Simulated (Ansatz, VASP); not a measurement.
## Two plane-wave programs on C

```
C
1.0
     2.47185    0.00000    0.00000
    -1.23592    2.14068    0.00000
     0.00000    0.00000    7.28725
C
4
Direct
  0.00000 0.00000 0.00250
  0.00000 0.00000 0.50250
  0.33333 0.66667 0.00250
  0.66667 0.33333 0.50250
```

Alike in both runs: task single point; functional PBEsol; dispersion D3(BJ); k mesh 21 × 21 × 8; occupations gaussian, width 0.15 eV; no spin polarisation.

|  | VASP | Ansatz |
| --- | --- | --- |
| version | VASP 6.6.1 | Ansatz 0.2.0 |
| potentials or method | VASP PAW PBE potentials, release 64 (C), cutoff 520 eV | scalar-relativistic, plane waves, PAW |
| valence electrons in the cell | 16 | 16 |

Ansatz gave:

- gap on the k mesh at the Fermi level (eV): none
- pressure (GPa): -4.9
- traceless stress, the component that is largest in VASP (GPa): 3.06

Question: Estimate VASP's values.

Answer: gap on the k mesh at the Fermi level (eV): none; pressure (GPa): -4.3; traceless stress, the component that is largest in VASP (GPa): 2.34.

VASP's potentials were made for PBE, not for PBEsol, and Ansatz warns of the same on its side. A gap of «none» marks a metal or a gap that the smearing closes.
